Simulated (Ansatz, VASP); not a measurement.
## PbSe in VASP and in Ansatz

```xyz
2
Lattice="0.0000 3.0606 3.0606 3.0606 0.0000 3.0606 3.0606 3.0606 0.0000" Properties=species:S:1:pos:R:3 pbc="T T T"
Pb    0.0000    0.0000    0.0000
Se    3.0606    3.0606    3.0606
```

Alike in both runs: functional PBE-based screened hybrid with a share of 0.25 of exact exchange and HFSCREEN = 0.3; k mesh 4 × 4 × 4; occupations fermi-dirac, width 0.05 eV; no spin polarisation.

|  | VASP | Ansatz |
| --- | --- | --- |
| version | VASP 6.6.1 | Ansatz 0.2.0 |
| potentials or method | VASP PAW PBE potentials, release 64 (Pb_d, Se) | Ansatz PAW |
| plane-wave cutoff (eV) | 520 | 420 |
| valence electrons in the cell | 20 | 30 |
| task | single point | band structure |

Ansatz gave:

- gap on the k mesh at the Fermi level (eV): 0.57
- least direct gap on the mesh (eV): 0.57
- pressure (GPa): 1.4

Q: What did VASP give for the same quantities?

A: gap on the k mesh at the Fermi level (eV): 0.59; least direct gap on the mesh (eV): 0.59; pressure (GPa): 1.3.

VASP's potentials were made for PBE, not for PBE-based screened hybrid. VASP's potentials hold 20 valence electrons a cell and Ansatz's 30, so a difference there can come from the potentials and not from the codes.

The k mesh is coarse, so the values compare programs but aren't converged. Spin-orbit coupling is off throughout.
